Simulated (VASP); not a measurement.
Input of a VASP 6.6.1 run:

The input POSCAR:

```
BaTe
1.0
    0.0000000000      3.4794010225      3.4794010225
    3.4794010225      0.0000000000      3.4794010225
    3.4794010225      3.4794010225      0.0000000000
Ba Te
1 1
Direct
    0.0000000000      0.0000000000      0.0000000000
    0.5000000000      0.5000000000      0.5000000000
```

Contents of INCAR.step1:

```
PREC     = Accurate       # precision mode
ENCUT    = 520            # plane-wave cutoff, eV
EDIFF    = 1E-5           # SCF threshold, eV
ISMEAR   = 0              # smearing method
SIGMA    = 0.01           # smearing width, eV
LREAL    = False          # projectors in reciprocal space
LASPH    = True           # aspherical terms in the spheres
NELM     = 60             # most SCF steps
ALGO     = Normal         # electronic algorithm
ISIF     = 2              # what is computed and relaxed
LWAVE    = True           # write WAVECAR
LCHARG   = False          # write CHGCAR
GGA      = PE             # functional
NBANDS   = 15             # bands
```

Contents of INCAR.step2:

```
PREC     = Accurate       # precision mode
ENCUT    = 520            # plane-wave cutoff, eV
EDIFF    = 1E-6           # SCF threshold, eV
ISMEAR   = 0              # smearing method
SIGMA    = 0.01           # smearing width, eV
LREAL    = False          # projectors in reciprocal space
LASPH    = True           # aspherical terms in the spheres
NELM     = 60             # most SCF steps
ALGO     = Normal         # electronic algorithm
ISIF     = 2              # what is computed and relaxed
LWAVE    = False          # write WAVECAR
LCHARG   = False          # write CHGCAR
GGA      = PE             # functional
LHFCALC  = True           # exact exchange
HFSCREEN = 0.2079         # screening, 1/A
PRECFOCK = Normal       
ISTART   = 1            
NBANDS   = 15             # bands
```

Contents of KPOINTS:

```
Automatic mesh
0
Gamma
  4 4 4
```

Potentials or basis: VASP PAW PBE potentials, release 64 (Ba_sv, Te).

Launch:

```bash
$ cat potpaw_PBE.64/Ba_sv/POTCAR potpaw_PBE.64/Te/POTCAR > POTCAR
$ cp INCAR.step1 INCAR
$ mpirun -np 1 vasp_std > vasp.out
$ cp INCAR.step2 INCAR
$ mpirun -np 1 vasp_std > vasp.out
```

**Question.** Estimate the band gap on the k mesh.

**Answer.** 2.19 eV, indirect (least direct gap 2.62 eV).

**Question.** What does it give for the pressure?

**Answer.** 1.5 GPa.

Caveat: the cell differs from its parent crystal (strain -1.5%); the PAW data sets were made with another functional, which shifts forces and pressure a little; spin-orbit coupling is left out, which moves the levels of the heavy elements. A k mesh can miss the band edges.
